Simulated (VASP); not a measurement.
Write the native input for VASP 6.6.1 that does the following.

| Item | Value |
| --- | --- |
| Task | single point |
| Functional | PBEsol |
| Potentials or basis | VASP PAW PBE potentials, release 64 (Pt, Se) |
| Cutoff | 520 eV |
| k mesh | 8 × 8 × 5 |
| Occupations | fermi-dirac, width 0.05 eV |
| Spin | no spin polarisation |
| Dipole correction | no |
| Further INCAR settings | ALGO = Normal; EDIFF = 1e-07; NBANDS = 18 |

The structure of PtSe2 (Sudovikovite) lies in POSCAR:

```
PtSe2
1.0
    3.6736695059      0.0000000000      0.0000000000
   -1.8368347530      3.1814911172      0.0000000000
    0.0000000000      0.0000000000      4.9935862081
Pt Se
1 2
Direct
    0.0000000000      0.0000000000      0.0000000000
    0.6666666667      0.3333333333      0.7500000000
    0.3333333333      0.6666666667      0.2500000000
```

This cell differs from its parent crystal: volume scaled by 0.96.

One way to write it, as run:

INCAR

```
ALGO     = Normal         # electronic algorithm
EDIFF    = 1E-7           # SCF threshold, eV
ENCUT    = 520            # plane-wave cutoff, eV
GGA      = PS             # functional
ISIF     = 2              # what is computed and relaxed
ISMEAR   = -1             # smearing method
LASPH    = True           # aspherical terms in the spheres
LCHARG   = False          # write CHGCAR
LREAL    = False          # projectors in reciprocal space
LWAVE    = False          # write WAVECAR
NBANDS   = 18             # bands
NELM     = 80             # most SCF steps
PREC     = Accurate       # precision mode
SIGMA    = 0.05           # smearing width, eV
```

KPOINTS

```
k-points
0
Gamma
  8 8 5
```

Potentials or basis: VASP PAW PBE potentials, release 64 (Pt, Se).

Command:

```console
$ cat potpaw_PBE.64/Pt/POTCAR potpaw_PBE.64/Se/POTCAR > POTCAR
$ mpirun -np 1 vasp_std > vasp.out
```

It gave:

The pressure is 8.4 GPa, the largest force is 0.916 eV/Å and the band gap on the k mesh is zero (band 11 reaches 7.40 eV, above the bottom of band 12 at 7.06 eV).

Caveat: the PAW data sets were made with another functional, which shifts forces and pressure a little; spin-orbit coupling is left out, which moves the levels of the heavy elements.

Run time: 33 s on 1 thread of Intel(R) Xeon(R) Platinum 8259CL CPU @ 2.50GHz (Skylake/Cascade Lake), on a shared host, peak memory 0.2 GiB.
